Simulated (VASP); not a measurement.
# Mg3BiSb (P3m1) in VASP: notebook

The runs below take Mg3BiSb through single point, with PBEsol.

Program: VASP 6.6.1. These are calculated values, not measurements. Logs are shortened: lines on timing, memory, paths and dates and some standing lists are left out, and cuts for length are marked.

### 1 The cell of the first run

The structure is trigonal, space group P3m1 (No. 156). The conventional cell has a = 4.503 Å, b = 4.503 Å, c = 7.106 Å, α = 90.00°, β = 90.00°, γ = 120.00°. Mg (site symmetry 3m) has 3 Sb at 3.04 Å and 3 Bi at 3.05 Å and 6 Mg at 3.65 to 3.74 Å within 4.0 Å. Mg (site symmetry 3m) has 3 Sb at 2.78 Å and 1 Bi at 2.95 Å and 6 Mg at 3.19 to 3.65 Å within 3.7 Å. Mg (site symmetry 3m) has 3 Bi at 2.82 Å and 1 Sb at 2.85 Å and 3 Mg at 3.19 Å within 3.7 Å. Sb (site symmetry 3m) has 7 Mg at 2.78 to 3.04 Å within 3.7 Å. Within 3.7 Å of Bi (site symmetry 3m) lie 7 Mg at 2.82 to 3.05 Å.

### 2 Single point, PBEsol

Contents of INCAR:

```
SYSTEM = Mg3BiSb
ALGO = Normal ; EDIFF = 1E-7
ENCUT = 520 ; GGA = PS
ISIF = 2 ; ISMEAR = 1
LASPH = .TRUE. ; LCHARG = .FALSE.
LREAL = .FALSE. ; LWAVE = .FALSE.
NBANDS = 21 ; NELM = 60
PREC = Accurate ; SIGMA = 0.15
```

Contents of KPOINTS:

```
k-points
0
G
  6 6 3
  0 0 0
```

Contents of POSCAR:

```
Mg3BiSb
1.0
    4.5033707562      0.0000000000      0.0000000000
   -2.2516853781      3.9000364398      0.0000000000
    0.0000000000      0.0000000000      7.1063301371
Mg Sb Bi
3 1 1
Direct
    0.0000000000      0.0000000000      0.0044900000
    0.3333333333      0.6666666667      0.3649400000
    0.6666666667      0.3333333333      0.6258600000
    0.6666666667      0.3333333333      0.2250700000
    0.3333333333      0.6666666667      0.7796500000
```

Potentials or basis: VASP PAW PBE potentials, release 64 (Mg, Sb, Bi_d).

On the command line:

```bash
$ cat potpaw_PBE.64/Mg/POTCAR potpaw_PBE.64/Sb/POTCAR potpaw_PBE.64/Bi_d/POTCAR > POTCAR
$ mpirun -np 1 vasp_std > vasp.out
```

OUTCAR:

```text
SYSTEM = Mg3BiSb
   EDIFF = 1E-7
   ENCUT = 520
   GGA = PS
   ISIF = 2
   ISMEAR = 1
   LASPH = .TRUE.
   LREAL = .FALSE.
   NELM = 60
   PREC = Accurate

 ion  position               nearest neighbor table
   1  0.000  0.000  0.004-   4 3.04   4 3.04   4 3.04   5 3.05   5 3.05   5 3.05   2 3.65   2 3.65
                             2 3.65
   2  0.333  0.667  0.365-   4 2.78   4 2.78   4 2.78   5 2.95   3 3.19   3 3.19   3 3.19   1 3.65
                             1 3.65   1 3.65
   3  0.667  0.333  0.626-   5 2.82   5 2.82   5 2.82   4 2.85   2 3.19   2 3.19   2 3.19
   4  0.667  0.333  0.225-   2 2.78   2 2.78   2 2.78   3 2.85   1 3.04   1 3.04   1 3.04
   5  0.333  0.667  0.780-   3 2.82   3 2.82   3 2.82   2 2.95   1 3.05   1 3.05   1 3.05

  LATTYP: Found a hexagonal cell.
 ALAT       =     4.5033707562
 C/A-ratio  =     1.5780024612

  Lattice vectors:

 A1 = (   4.5033707562,   0.0000000000,   0.0000000000)
 A2 = (  -2.2516853781,   3.9000364398,   0.0000000000)
 A3 = (   0.0000000000,   0.0000000000,   7.1063301371)

Analysis of symmetry for initial positions (statically):
=====================================================================
 Subroutine PRICEL returns:
 Original cell was already a primitive cell.

 Routine SETGRP: Setting up the symmetry group for a
 hexagonal supercell.

 Subroutine GETGRP returns: Found  6 space group operations
 (whereof  6 operations were pure point group operations)
 out of a pool of 24 trial point group operations.

The static configuration has the point symmetry C_3v.

Analysis of symmetry for dynamics (positions and initial velocities):
=====================================================================
 Subroutine PRICEL returns:
 Original cell was already a primitive cell.

 Routine SETGRP: Setting up the symmetry group for a
 hexagonal supercell.

 Subroutine GETGRP returns: Found  6 space group operations
 (whereof  6 operations were pure point group operations)
 out of a pool of 24 trial point group operations.

The dynamic configuration has the point symmetry C_3v.

 Subroutine INISYM returns: Found  6 space group operations
 (whereof  6 operations are pure point group operations),
 and found     1 'primitive' translations

----------------------------------------------------------------------------------------

                                     Primitive cell

[... 88 lines left out ...]
   EDIFF  = 0.1E-06   stopping-criterion for ELM
   LREAL  =      F    real-space projection
   EDIFFG = 0.1E-05   stopping-criterion for IOM
   NSW    =      0    number of steps for IOM
   IBRION =     -1    ionic relax: 0-MD 1-quasi-New 2-CG
   NFREE  =      0    steps in history (QN), initial steepest desc. (CG)
   ISIF   =      2    stress and relaxation
   ISYM   =      2    0-nonsym 1-usesym 2-fastsym
   POTIM  = 0.5000    time-step for ionic-motion
   TEBEG  =    0.0;   TEEND  =   0.0 temperature during run
   PSTRESS=    0.0 pullay stress
   NELECT =      26.0000    total number of electrons
   NUPDOWN=      -1.0000    fix difference up-down
   EMIN   =  10.00;   EMAX   =-10.00  energy-range for DOS
   EFERMI =   0.00;   METHOD = LEGACY
   ISMEAR =     1;   SIGMA  =   0.15  broadening in eV -4-tet -1-fermi 0-gaus
   EFERMI_NEDOS =   21; number of points for ismear=-14 and -15
   IALGO  =     38    algorithm
   IMIX   =      4    mixing-type and parameters
     AMIX     =   0.40;   BMIX     =  1.00
     AMIX_MAG =   1.60;   BMIX_MAG =  1.00
  volume/ion in A,a.u.               =      24.96       168.45
  Fermi-wavevector in a.u.,A,eV,Ry     =   0.970470  1.833922 12.814126  0.941812
  Thomas-Fermi vector in A             =   2.100607
   LORBIT       =      0    0 simple, 1 ext, 2 COOP (PROOUT), +10 PAW based schemes
   GGA     = PS    functional components
   LHFCALC =     F    Hartree Fock is set to
   AEXX    =    0.0000 exact exchange contribution
   IVDW    =     0    specifies the selected vdW correction
   LEPSILON=     F    determine dielectric tensor
   LRPA    =     F    only Hartree local field effects (RPA)
 non-spin polarized calculation
 Methfessel and Paxton  Order N= 1 SIGMA  =   0.15
  energy-cutoff  :      520.00
  volume of cell :      124.81
 maximum number of plane-waves:      3417
 NGX is ok and might be reduce to    36
   NGX = 17   NGY = 17   NGZ = 27

 number of electron      26.0000001 magnetization

 Free energy of the ion-electron system (eV)
  ---------------------------------------------------
  ext. energy  EPLUGINS =         0.00000000
  ---------------------------------------------------
  free energy    TOTEN  =       -15.44043034 eV

  energy without entropy =      -15.44137271  energy(sigma->0) =      -15.44074447

 E-fermi :   5.1990     XC(G=0):  -9.2598

 val. band max:        5.1603968408   @ k =   0.0000   0.0000   0.0000
 cond. band min:       5.2585066930   @ k =   0.3333   0.3333   0.0000
 fundamental gap:      0.0981098522
 Fermi energy:         5.1990445599

 k-point     1 :       0.0000    0.0000    0.0000
  band No.  band energies     occupation
      1     -17.0300      2.00000
      2     -17.0300      2.00000
      3     -17.0110      2.00000
      4     -16.9806      2.00000
      5     -16.9806      2.00000
      6      -6.4716      2.00000
[... 397 lines left out ...]
     20      10.2515      0.00000
     21      10.9945      0.00000

------------------------ aborting loop because EDIFF is reached ----------------------------------------

  FORCE on cell =-STRESS in cart. coord.  units (eV):
  Direction    XX          YY          ZZ          XY          YZ          ZX
  --------------------------------------------------------------------------------------
  -------------------------------------------------------------------------------------
  Total        2.6020659      2.6020699      2.6331751      0.0000000     -0.0000000      0.0000000
  in kB       33.4023580     33.4024087     33.8017021      0.0000000     -0.0000000      0.0000000
  external PRESSURE =      33.5354896 kB  Pullay stress =       0.0000000 kB

 VOLUME and BASIS-vectors are now :
 -----------------------------------------------------------------------------
  energy-cutoff  :      520.00
  volume of cell :      124.81
      direct lattice vectors                 reciprocal lattice vectors
     4.503370756  0.000000000  0.000000000     0.222055890  0.128203930  0.000000000
    -2.251685378  3.900036440  0.000000000     0.000000000  0.256407861  0.000000000
     0.000000000  0.000000000  7.106330137     0.000000000  0.000000000  0.140719609

 POSITION                                       TOTAL-FORCE (eV/Angst)
 -----------------------------------------------------------------------------------
      0.00000      0.00000      0.03191         0.000000     -0.000000      0.012100
     -0.00000      2.60002      2.59338        -0.000000      0.000000      0.029332
      2.25169      1.30001      4.44757         0.000000     -0.000000      0.029864
      2.25169      1.30001      1.59942        -0.000000      0.000000     -0.232975
     -0.00000      2.60002      5.54045         0.000000     -0.000000      0.161679
 -----------------------------------------------------------------------------------
    total drift:                                0.000000      0.000010      0.000019

  FREE ENERGIE OF THE ION-ELECTRON SYSTEM (eV)
  ---------------------------------------------------
  free  energy   TOTEN  =       -15.4404303417 eV

  energy  without entropy=      -15.4413727136  energy(sigma->0) =      -15.44074447
```

stdout:

```text
POSCAR found type information on POSCAR MgSbBi
 POSCAR found :  3 types and       5 ions
 scaLAPACK will be used
 -----------------------------------------------------------------------------
|                                                                             |
|                                                                             |
|     You enforced a specific xc type in the INCAR file but a different       |
|     I HOPE YOU KNOW WHAT YOU ARE DOING!                                     |
|                                                                             |
 -----------------------------------------------------------------------------

 LDA part: xc-table for (Slater+PW92), standard interpolation
 POSCAR, INCAR and KPOINTS ok, starting setup
 FFT: planning ... GRIDC
 FFT: planning ... GRID_SOFT
 FFT: planning ... GRID
 WAVECAR not read
 entering main loop
```

Wall time 39 s (1 thread of Intel Xeon Platinum 8488C (Sapphire Rapids), shared host); peak memory 0.26 GiB.

What came out:

```yaml
Free_energy: -15.4404 eV
Pressure: 3.4 GPa
Largest_force: 0.233 eV/Å
Band_gap_on_the_k_mesh: 0.10 eV, indirect (least direct gap 0.71 eV)
```

Forces on the atoms (eV/Å):
```
Mg   0.000  0.000  0.012
Mg   0.000  0.000  0.029
Mg   0.000  0.000  0.030
Sb   0.000  0.000 -0.233
Bi   0.000  0.000  0.162
```

Caveat: the PAW data sets were made with another functional, which shifts forces and pressure a little; spin-orbit coupling is left out, which moves the levels of the heavy elements.

### 3 Single point, PBEsol

This run uses another cell than the first one, of 25.66 Å³/atom, 1.028 times its volume.

Contents of INCAR:

```
PREC = Accurate ; ENCUT = 520
EDIFF = 1E-6 ; ISMEAR = 1
SIGMA = 0.15 ; LREAL = False
LASPH = True ; NELM = 80
ALGO = Normal ; ISIF = 2
LWAVE = False ; LCHARG = False
GGA = PS ; NBANDS = 21
```

Contents of KPOINTS:

```
Automatic mesh
0
Gamma
  6 6 3
```

Changes to POSCAR since step 2:

```diff
@@ -2,5 +2,5 @@
 1.0
-    4.5033707562      0.0000000000      0.0000000000
-   -2.2516853781      3.9000364398      0.0000000000
-    0.0000000000      0.0000000000      7.1063301371
+    4.5446883922      0.0000000000      0.0000000000
+   -2.2723441961      3.9358185893      0.0000000000
+    0.0000000000      0.0000000000      7.1715294684
 Mg Sb Bi
```

Potentials or basis: VASP PAW PBE potentials, release 64 (Mg, Sb, Bi_d).

On the command line:

```bash
$ cat potpaw_PBE.64/Mg/POTCAR potpaw_PBE.64/Sb/POTCAR potpaw_PBE.64/Bi_d/POTCAR > POTCAR
$ mpirun -np 1 vasp_std > vasp.out
```

OUTCAR:

```text
PREC = Accurate
   ENCUT = 520
   EDIFF = 1E-6
   ISMEAR = 1
   LREAL = False
   LASPH = True
   NELM = 80
   ISIF = 2
   GGA = PS

 ion  position               nearest neighbor table
   1  0.000  0.000  0.004-   4 3.06   4 3.06   4 3.06   5 3.08   5 3.08   5 3.08
   2  0.333  0.667  0.365-   4 2.81   4 2.81   4 2.81   5 2.97   3 3.22   3 3.22   3 3.22
   3  0.667  0.333  0.626-   5 2.85   5 2.85   5 2.85   4 2.87   2 3.22   2 3.22   2 3.22
   4  0.667  0.333  0.225-   2 2.81   2 2.81   2 2.81   3 2.87   1 3.06   1 3.06   1 3.06
   5  0.333  0.667  0.780-   3 2.85   3 2.85   3 2.85   2 2.97   1 3.08   1 3.08   1 3.08

  LATTYP: Found a hexagonal cell.
 ALAT       =     4.5446883922
 C/A-ratio  =     1.5780024612

  Lattice vectors:

 A1 = (   4.5446883922,   0.0000000000,   0.0000000000)
 A2 = (  -2.2723441961,   3.9358185893,   0.0000000000)
 A3 = (   0.0000000000,   0.0000000000,   7.1715294684)

Analysis of symmetry for initial positions (statically):
=====================================================================
 Subroutine PRICEL returns:
 Original cell was already a primitive cell.

 Routine SETGRP: Setting up the symmetry group for a
 hexagonal supercell.

 Subroutine GETGRP returns: Found  6 space group operations
 (whereof  6 operations were pure point group operations)
 out of a pool of 24 trial point group operations.

The static configuration has the point symmetry C_3v.

Analysis of symmetry for dynamics (positions and initial velocities):
=====================================================================
 Subroutine PRICEL returns:
 Original cell was already a primitive cell.

 Routine SETGRP: Setting up the symmetry group for a
 hexagonal supercell.

 Subroutine GETGRP returns: Found  6 space group operations
 (whereof  6 operations were pure point group operations)
 out of a pool of 24 trial point group operations.

The dynamic configuration has the point symmetry C_3v.

 Subroutine INISYM returns: Found  6 space group operations
[... 116 lines left out ...]
  volume/ion in A,a.u.               =      25.66       173.13
  Fermi-wavevector in a.u.,A,eV,Ry     =   0.961647  1.817249 12.582188  0.924765
  Thomas-Fermi vector in A             =   2.091037
   LORBIT       =      0    0 simple, 1 ext, 2 COOP (PROOUT), +10 PAW based schemes
   GGA     = PS    functional components
   LHFCALC =     F    Hartree Fock is set to
   AEXX    =    0.0000 exact exchange contribution
   IVDW    =     0    specifies the selected vdW correction
   LEPSILON=     F    determine dielectric tensor
   LRPA    =     F    only Hartree local field effects (RPA)
 non-spin polarized calculation
 Methfessel and Paxton  Order N= 1 SIGMA  =   0.15
  energy-cutoff  :      520.00
  volume of cell :      128.28
 maximum number of plane-waves:      3483
 NGX is ok and might be reduce to    36
   NGX = 17   NGY = 17   NGZ = 27

 number of electron      25.9999997 magnetization

 Free energy of the ion-electron system (eV)
  ---------------------------------------------------
  ext. energy  EPLUGINS =         0.00000000
  ---------------------------------------------------
  free energy    TOTEN  =       -15.49697170 eV

  energy without entropy =      -15.49780745  energy(sigma->0) =      -15.49725029

 E-fermi :   4.9393     XC(G=0):  -9.1535

 val. band max:        4.9006881005   @ k =   0.0000   0.0000   0.0000
 cond. band min:       5.0371626212   @ k =   0.5000   0.0000   0.3333
 fundamental gap:      0.1364745207
 Fermi energy:         4.9393381706

 k-point     1 :       0.0000    0.0000    0.0000
  band No.  band energies     occupation
      1     -17.2325      2.00000
      2     -17.2325      2.00000
      3     -17.2155      2.00000
      4     -17.1866      2.00000
      5     -17.1866      2.00000
      6      -6.5779      2.00000
[... 397 lines left out ...]
     20       9.9456      0.00000
     21      10.7011      0.00000

------------------------ aborting loop because EDIFF is reached ----------------------------------------

  FORCE on cell =-STRESS in cart. coord.  units (eV):
  Direction    XX          YY          ZZ          XY          YZ          ZX
  --------------------------------------------------------------------------------------
  -------------------------------------------------------------------------------------
  Total        1.4591136      1.4591159      1.5031272     -0.0000000     -0.0000000      0.0000000
  in kB       18.2242108     18.2242385     18.7739361     -0.0000000     -0.0000000      0.0000000
  external PRESSURE =      18.4074618 kB  Pullay stress =       0.0000000 kB

 VOLUME and BASIS-vectors are now :
 -----------------------------------------------------------------------------
  energy-cutoff  :      520.00
  volume of cell :      128.28
      direct lattice vectors                 reciprocal lattice vectors
     4.544688392  0.000000000  0.000000000     0.220037088  0.127038376  0.000000000
    -2.272344196  3.935818589  0.000000000     0.000000000  0.254076751  0.000000000
     0.000000000  0.000000000  7.171529468     0.000000000  0.000000000  0.139440269

 POSITION                                       TOTAL-FORCE (eV/Angst)
 -----------------------------------------------------------------------------------
      0.00000      0.00000      0.03220        -0.000000      0.000000      0.010205
     -0.00000      2.62388      2.61718         0.000000      0.000000      0.017750
      2.27234      1.31194      4.48837        -0.000000      0.000000      0.030662
      2.27234      1.31194      1.61410         0.000000     -0.000000     -0.163451
     -0.00000      2.62388      5.59128         0.000000      0.000000      0.104834
 -----------------------------------------------------------------------------------
    total drift:                                0.000000      0.000010      0.000032

  FREE ENERGIE OF THE ION-ELECTRON SYSTEM (eV)
  ---------------------------------------------------
  free  energy   TOTEN  =       -15.4969717032 eV

  energy  without entropy=      -15.4978074541  energy(sigma->0) =      -15.49725029
```

OSZICAR:

```text
N       E                     dE             d eps       ncg     rms          rms(c)
DAV:   1     0.170259086147E+03    0.17026E+03   -0.11183E+04   714   0.108E+03
DAV:   2    -0.155162241293E+01   -0.17181E+03   -0.16614E+03   759   0.264E+02
DAV:   3    -0.156681203147E+02   -0.14116E+02   -0.13971E+02   907   0.848E+01
DAV:   4    -0.160587113824E+02   -0.39059E+00   -0.39046E+00   932   0.157E+01
DAV:   5    -0.160672666646E+02   -0.85553E-02   -0.85550E-02   968   0.202E+00    0.392E+00
DAV:   6    -0.156187389966E+02    0.44853E+00   -0.49956E-01   839   0.230E+00    0.220E+00
DAV:   7    -0.155001291094E+02    0.11861E+00   -0.39800E-01   833   0.255E+00    0.807E-01
DAV:   8    -0.154970051239E+02    0.31240E-02   -0.21567E-02   850   0.112E+00    0.350E-01
DAV:   9    -0.154970104991E+02   -0.53752E-05   -0.18675E-03   889   0.287E-01    0.529E-02
DAV:  10    -0.154969690894E+02    0.41410E-04   -0.26302E-04   866   0.752E-02    0.168E-02
DAV:  11    -0.154969710008E+02   -0.19115E-05   -0.38637E-05   878   0.301E-02    0.956E-03
DAV:  12    -0.154969717032E+02   -0.70232E-06   -0.46040E-06   875   0.155E-02
   1 F= -.15496972E+02 E0= -.15497250E+02  d E =0.835751E-03
```

Run time: 37 s. Hardware: 1 thread of Intel Xeon Platinum 8488C (Sapphire Rapids), shared host; peak memory 0.27 GiB.

What came out:

| Item | Value |
| --- | --- |
| Free energy | -15.4970 eV |
| Pressure | 1.8 GPa |
| Largest force | 0.163 eV/Å |
| Band gap on the k mesh | 0.14 eV, indirect (least direct gap 0.61 eV) |

Forces in eV/Å, atoms in the order of the input:
```
Mg   0.000  0.000  0.010
Mg   0.000  0.000  0.018
Mg   0.000  0.000  0.031
Sb   0.000  0.000 -0.163
Bi   0.000  0.000  0.105
```

Caveat: the PAW data sets were made with another functional, which shifts forces and pressure a little; spin-orbit coupling is left out, which moves the levels of the heavy elements. A k mesh can miss the band edges.

(Part 1 of 2 ends here.)
